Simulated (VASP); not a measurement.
# Ta (I4/mmm) in VASP: a series of runs, part 2 of 2

VASP 6.6.1.

## (4) Single point, PBEsol (strain +0.050 along x and y, -0.050 along z)

INCAR

```
SYSTEM = Ta
ALGO = Normal ; EDIFF = 1E-6
ENCUT = 520 ; GGA = PS
ISIF = 2 ; ISMEAR = 0
LASPH = .TRUE. ; LCHARG = .FALSE.
LREAL = .FALSE. ; LWAVE = .FALSE.
NBANDS = 12 ; NELM = 60
PREC = Accurate ; SIGMA = 0.15
```

KPOINTS

```
k-points
0
G
  20 20 20
  0 0 0
```

POSCAR

```
Ta
1.0
   -1.7338440000      1.7338440000      1.5687160000
    1.7338440000     -1.7338440000      1.5687160000
    1.7338440000      1.7338440000     -1.5687160000
Ta
1
Direct
    0.0000000000      0.0000000000      0.0000000000
```

Potentials or basis: VASP PAW PBE potentials, release 64 (Ta_pv).

Command:

```bash
cat potpaw_PBE.64/Ta_pv/POTCAR > POTCAR
mpirun -np 1 vasp_std > vasp.out
```

OUTCAR:

```text
SYSTEM = Ta
   EDIFF = 1E-6
   ENCUT = 520
   GGA = PS
   ISIF = 2
   ISMEAR = 0
   LASPH = .TRUE.
   LREAL = .FALSE.
   NELM = 60
   PREC = Accurate

 ion  position               nearest neighbor table
   1  0.000  0.000  0.000-

  LATTYP: Found a body centered tetragonal cell.
 ALAT       =     3.4676880000
 C/A-ratio  =     0.9047619048

  Lattice vectors:

 A1 = (  -1.7338440000,   1.7338440000,   1.5687160000)
 A2 = (   1.7338440000,  -1.7338440000,   1.5687160000)
 A3 = (   1.7338440000,   1.7338440000,  -1.5687160000)

Analysis of symmetry for initial positions (statically):
=====================================================================
 Subroutine PRICEL returns:
 Original cell was already a primitive cell.

 Routine SETGRP: Setting up the symmetry group for a
 body centered tetragonal supercell.

 Subroutine GETGRP returns: Found 16 space group operations
 (whereof 16 operations were pure point group operations)
 out of a pool of 16 trial point group operations.

The static configuration has the point symmetry D_4h.

Analysis of symmetry for dynamics (positions and initial velocities):
=====================================================================
 Subroutine PRICEL returns:
 Original cell was already a primitive cell.

 Routine SETGRP: Setting up the symmetry group for a
 body centered tetragonal supercell.

 Subroutine GETGRP returns: Found 16 space group operations
 (whereof 16 operations were pure point group operations)
 out of a pool of 16 trial point group operations.

The dynamic configuration has the point symmetry D_4h.

 Subroutine INISYM returns: Found 16 space group operations
 (whereof 16 operations are pure point group operations),
 and found     1 'primitive' translations

----------------------------------------------------------------------------------------

                                     Primitive cell
[... 114 lines left out ...]
   GGA     = PS    functional components
   LHFCALC =     F    Hartree Fock is set to
   AEXX    =    0.0000 exact exchange contribution
   IVDW    =     0    specifies the selected vdW correction
   LEPSILON=     F    determine dielectric tensor
   LRPA    =     F    only Hartree local field effects (RPA)
 non-spin polarized calculation
 Gauss-broadening in eV      SIGMA  =   0.15
  energy-cutoff  :      520.00
  volume of cell :       18.86
 maximum number of plane-waves:       527
 NGX is ok and might be reduce to    24
   NGX = 11   NGY = 11   NGZ = 11

 number of electron      11.0000001 magnetization

 Free energy of the ion-electron system (eV)
  ---------------------------------------------------
  ext. energy  EPLUGINS =         0.00000000
  ---------------------------------------------------
  free energy    TOTEN  =       -12.48147619 eV

  energy without entropy =      -12.46450300  energy(sigma->0) =      -12.47298959

 E-fermi :   4.9840     XC(G=0): -12.4911

 val. band max:        4.9822867568   @ k =  -0.1000   0.1500   0.1000
 cond. band min:       4.9841737103   @ k =  -0.4000   0.4000   0.1000
 fundamental gap:      0.0018869535
 Fermi energy:         4.9839689536

 k-point     1 :       0.0000    0.0000    0.0000
  band No.  band energies     occupation
      1     -28.2560      2.00000
      2     -28.2560      2.00000
      3     -28.2347      2.00000
      4      -2.7917      2.00000
      5       4.9289      1.39605
      6       6.1918      0.00000
      7       6.1918      0.00000
      8       7.8202      0.00000
      9       9.5441      0.00000
     10      19.2640      0.00000
     11      19.2640      0.00000
     12      19.4565      0.00000
[... 331 lines left out ...]
 k-point    24 :      -0.3500    0.0500    0.0000
  band No.  band energies     occupation
      1     -28.9918      2.00000
      2     -28.5119      2.00000
      3     -28.2916      2.00000
      4       0.4347      2.00000
      5       3.7308      2.00000
      6       4.9160      1.47861
      7       8.8258      0.00000
      8       9.0987      0.00000
      9       9.7270      0.00000
     10      17.9158      0.00000
     11      19.4478      0.00000
     12      20.5360      0.00000

 [... further k-points ...]

------------------------ aborting loop because EDIFF is reached ----------------------------------------

  FORCE on cell =-STRESS in cart. coord.  units (eV):
  Direction    XX          YY          ZZ          XY          YZ          ZX
  --------------------------------------------------------------------------------------
  -------------------------------------------------------------------------------------
  Total       -1.5428009     -1.5428009     -0.8268371      0.0000000      0.0000000      0.0000000
  in kB     -131.0376535   -131.0376535    -70.2273379      0.0000000      0.0000000      0.0000000
  external PRESSURE =    -110.7675483 kB  Pullay stress =       0.0000000 kB

 VOLUME and BASIS-vectors are now :
 -----------------------------------------------------------------------------
  energy-cutoff  :      520.00
  volume of cell :       18.86
      direct lattice vectors                 reciprocal lattice vectors
    -1.733844000  1.733844000  1.568716000     0.000000000  0.288376578  0.318732008
     1.733844000 -1.733844000  1.568716000     0.288376578  0.000000000  0.318732008
     1.733844000  1.733844000 -1.568716000     0.288376578  0.288376578  0.000000000

 POSITION                                       TOTAL-FORCE (eV/Angst)
 -----------------------------------------------------------------------------------
      0.00000      0.00000      0.00000         0.000000      0.000000      0.000000
 -----------------------------------------------------------------------------------
    total drift:                                0.000000      0.000000     -0.000000

  FREE ENERGIE OF THE ION-ELECTRON SYSTEM (eV)
  ---------------------------------------------------
  free  energy   TOTEN  =       -12.4814761867 eV

  energy  without entropy=      -12.4645030020  energy(sigma->0) =      -12.47298959
```

OSZICAR:

```text
N       E                     dE             d eps       ncg     rms          rms(c)
DAV:   1     0.604546802527E+02    0.60455E+02   -0.60683E+03 15412   0.869E+02
DAV:   2    -0.119921586512E+02   -0.72447E+02   -0.70714E+02 17228   0.244E+02
DAV:   3    -0.130275174338E+02   -0.10354E+01   -0.10239E+01 18464   0.276E+01
DAV:   4    -0.130304225091E+02   -0.29051E-02   -0.29048E-02 17236   0.163E+00
DAV:   5    -0.130304330368E+02   -0.10528E-04   -0.10527E-04 18432   0.927E-02    0.127E+01
DAV:   6    -0.126045402764E+02    0.42589E+00   -0.34541E-01 18432   0.615E+00    0.598E+00
DAV:   7    -0.124831004368E+02    0.12144E+00   -0.28639E-01 17816   0.513E+00    0.374E-01
DAV:   8    -0.124815392812E+02    0.15612E-02   -0.84238E-03 17112   0.778E-01    0.145E-01
DAV:   9    -0.124814797198E+02    0.59561E-04   -0.18420E-04 18032   0.137E-01    0.235E-02
DAV:  10    -0.124814761940E+02    0.35258E-05   -0.52016E-06 17100   0.226E-02    0.291E-03
DAV:  11    -0.124814761867E+02    0.72994E-08   -0.20653E-07  9952   0.499E-03
   1 F= -.12481476E+02 E0= -.12472990E+02  d E =-.169732E-01
```

Wall time 1.9 min (1 thread of Intel Xeon 8259CL, shared host); peak memory 0.26 GiB.

What came out:

```yaml
Free_energy: -12.4815 eV
Pressure: -11.1 GPa
Band_gap_on_the_k_mesh: zero (an odd number of electrons rules out a gap without spin polarisation)
```

Levels at points of the mesh, in eV from the Fermi level:
```tsv
k point	band 1	band 2	band 3	band 4	band 5	band 6	band 7	band 8	band 9	band 10
(0.00, 0.00, 0.00)	-33.24	-33.24	-33.22	-7.78	-0.06	1.21	1.21	2.84	4.56	14.28
(0.50, 0.00, 0.00)	-34.25	-33.58	-33.29	-4.18	-1.81	1.66	3.65	5.49	7.29	11.12
(0.50, 0.50, 0.00)	-34.25	-33.49	-33.20	-4.29	-0.52	0.94	2.57	4.10	7.15	10.56
(0.50, 0.50, 0.50)	-34.00	-34.00	-33.79	-3.69	-3.46	6.35	6.35	6.73	7.39	7.39
```

Caveat: the cell differs from its parent crystal (strain +0.050 along x and y, -0.050 along z); the cell stands under tension; the PAW data sets were made with another functional, which shifts forces and pressure a little; spin-orbit coupling is left out, which moves the levels of the heavy elements.

## (5) Overview

| cell | gap on the mesh (eV) | pressure (GPa) |
| --- | --- | --- |
| a = 2.933 Å, angles 107.5, 107.5, 113.4°, 1 atom | none | -15.4 |
| a = 2.790 Å, angles 111.6, 111.6, 105.3°, 1 atom | none | 14.6 |
| a = 2.911 Å, angles 106.9, 106.9, 114.8°, 1 atom | none | -11.1 |

Alike in all rows: task single point; level PBEsol; potentials or basis VASP PAW PBE potentials, release 64 (Ta_pv); no spin polarisation; k mesh 20 × 20 × 20; cutoff (eV) 520; smearing gaussian 0.15 eV.

Caveats: the PAW data sets were made with another functional, which shifts forces and pressure a little; spin-orbit coupling is left out, which moves the levels of the heavy elements; the cell stands under tension (at least some runs); the cell stands under pressure (at least some runs).

Absolute energies hang on the potentials; compare differences alone.
